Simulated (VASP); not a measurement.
A run of VASP 6.6.1:

Contents of INCAR:

```
SYSTEM = Li
  PREC = Accurate
  ENCUT = 520
  EDIFF = 1E-6
  ISMEAR = 0
  SIGMA = 0.1
  LREAL = .False.
  LASPH = .True.
  NELM = 80
  ALGO = Fast
  ISIF = 2
  LWAVE = .False.
  LCHARG = .False.
  GGA = PE
  NBANDS = 8
```

KPOINTS

```
regular mesh
0
Gamma
  14 14 14
  0 0 0
```

The input POSCAR:

```
Li
1.0
    0.0027304800      2.1999301200      2.1845601600
    2.1896467800     -0.0046242000      2.1919148400
    2.1799579800      2.1975960000      0.0050646000
Li
1
Direct
    0.0000000000      0.0000000000      0.0000000000
```

Potentials or basis: VASP PAW PBE potentials, release 64 (Li_sv).

The run is started by

```sh
$ cat potpaw_PBE.64/Li_sv/POTCAR > POTCAR
$ mpirun -np 1 vasp_std > vasp.out
```

Hardware: 1 thread of Intel(R) Xeon(R) Platinum 8375C CPU @ 2.90GHz (Ice Lake), with other jobs on the host.

**Question.** Estimate the wall time of this run.

**Answer.** Run time: 85 s on 1 thread of Intel(R) Xeon(R) Platinum 8375C CPU @ 2.90GHz (Ice Lake), with other jobs on the host, peak memory 0.28 GiB. Counts: scf iterations 12, k points 1376.
